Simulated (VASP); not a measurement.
## Au: relaxation of cell and atoms with PBEsol

Crystal: Au.

```
CELL_PARAMETERS angstrom
2.88000 0.00000 0.00000
-1.44000 2.49415 0.00000
0.00000 0.00000 4.70304
ATOMIC_POSITIONS crystal
Au 0.33333 0.66667 0.25000
Au 0.66667 0.33333 0.75000
```

```
Program                : VASP 6.6.1
Task                   : relaxation of cell and atoms
Functional             : PBEsol
Potentials or basis    : VASP PAW PBE potentials, release 64 (Au)
Cutoff                 : 500 eV
k mesh                 : 7 × 7 × 4
Occupations            : fermi-dirac, width 0.1 eV
Spin                   : no spin polarisation
Dipole correction      : no
Further INCAR settings : ALGO = Normal; EDIFF = 1e-07; IBRION = 2; EDIFFG = -0.03; NSW = 60; ISIF = 3
```

```json
{
  "Relaxed volume": "16.95 Å³/atom",
  "Relaxed cell": "a = 2.878 Å, b = 2.878 Å, c = 4.726 Å, α = 90.00°, β = 90.00°, γ = 120.00°",
  "Space group after relaxing (to 0.05 Å)": "P6_3/mmc (No. 194)",
  "Energy gained by relaxing": "0.3 meV/atom",
  "Ionic steps": "4",
  "Pressure after relaxing": "0.0 GPa",
  "Band gap on the k mesh": "zero (band 11 reaches 11.87 eV, above the bottom of band 12 at 6.70 eV)"
}
```

Step by step:
```
step  energy change (eV)  largest force (eV/Å)  pressure (GPa)  volume (Å³)
   1              0.0000                0.0000            0.57        33.78
   2              0.0000                0.0000           -0.96        34.08
   3             -0.0004                0.0000           -0.19        33.93
   4             -0.0006                0.0000            0.01        33.89
```

Final structure:
```
CELL_PARAMETERS angstrom
2.87771 0.00000 0.00000
-1.43886 2.49217 0.00000
0.00000 0.00000 4.72551
ATOMIC_POSITIONS crystal
Au 0.33333 0.66667 0.25000
Au 0.66667 0.33333 0.75000
```

Levels at points of the mesh, in eV from the Fermi level:
| k point | band 9 | band 10 | band 11 | band 12 | band 13 | band 14 |
| --- | --- | --- | --- | --- | --- | --- |
| (0.00, 0.00, 0.00) | -3.43 | -1.93 | -1.93 | -0.83 | 3.23 | 14.70 |
| (0.00, 0.00, 0.50) | -2.40 | -2.40 | -2.40 | -2.40 | 11.40 | 11.40 |

Wall time 25 s on 1 thread of Intel(R) Xeon(R) Platinum 8259CL CPU @ 2.50GHz (Skylake/Cascade Lake), with other jobs on the host, peak memory 0.16 GiB.

Caveat: the PAW data sets were made with another functional, which shifts forces and pressure a little; spin-orbit coupling is left out, which moves the levels of the heavy elements.
